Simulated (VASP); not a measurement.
Write the native input for VASP 6.6.1 that does the following.

| Quantity | Value |
| --- | --- |
| Task | single point |
| Functional | LDA |
| Potentials or basis | VASP PAW LDA potentials, release 64 (Cs_sv, Sr_sv, F) |
| Cutoff | 520 eV |
| k mesh | 6 × 6 × 6 |
| Occupations | gaussian, width 0.05 eV |
| Spin | no spin polarisation |
| Dipole correction | no |
| Further INCAR settings | ALGO = Normal; EDIFF = 1e-07; NBANDS = 28 |

The structure of CsSrF3 lies in POSCAR:

```
CsSrF3
1.0
    4.6917983048      0.0000000000      0.0000000000
    0.0000000000      4.6917983048      0.0000000000
    0.0000000000      0.0000000000      4.6203495997
Cs Sr F
1 1 3
Direct
    0.0000000000      0.0000000000      0.0000000000
    0.5000000000      0.5000000000      0.5000000000
    0.0000000000      0.5000000000      0.5000000000
    0.5000000000      0.0000000000      0.5000000000
    0.5000000000      0.5000000000      0.0000000000
```

This cell differs from its parent crystal: strain -0.015 along x and y, -0.030 along z.

The input as run:

INCAR

```
  PREC = Accurate
  ENCUT = 520
  EDIFF = 1E-7
  ISMEAR = 0
  SIGMA = 0.05
  LREAL = F
  LASPH = T
  NELM = 80
  ALGO = Normal
  ISIF = 2
  LWAVE = F
  LCHARG = F
  GGA = CA
  NBANDS = 28
```

KPOINTS

```
Automatic mesh
0
Gamma
  6 6 6
```

Potentials or basis: VASP PAW LDA potentials, release 64 (Cs_sv, Sr_sv, F).

Command:

```bash
$ cat potpaw_LDA.64/Cs_sv/POTCAR potpaw_LDA.64/Sr_sv/POTCAR potpaw_LDA.64/F/POTCAR > POTCAR
$ mpirun -np 1 vasp_std > vasp.out
```

Results of the run:

```yaml
Pressure: -0.3 GPa
Band_gap_on_the_k_mesh: 6.21 eV, direct
```

Caveat: the cell differs from its parent crystal (strain -0.015 along x and y, -0.030 along z); spin-orbit coupling is left out, which moves the levels of the heavy elements.

It took 53 s on 1 thread of AMD EPYC 9R45 96-Core Processor (Zen 5) (shared host), peak memory 0.21 GiB.
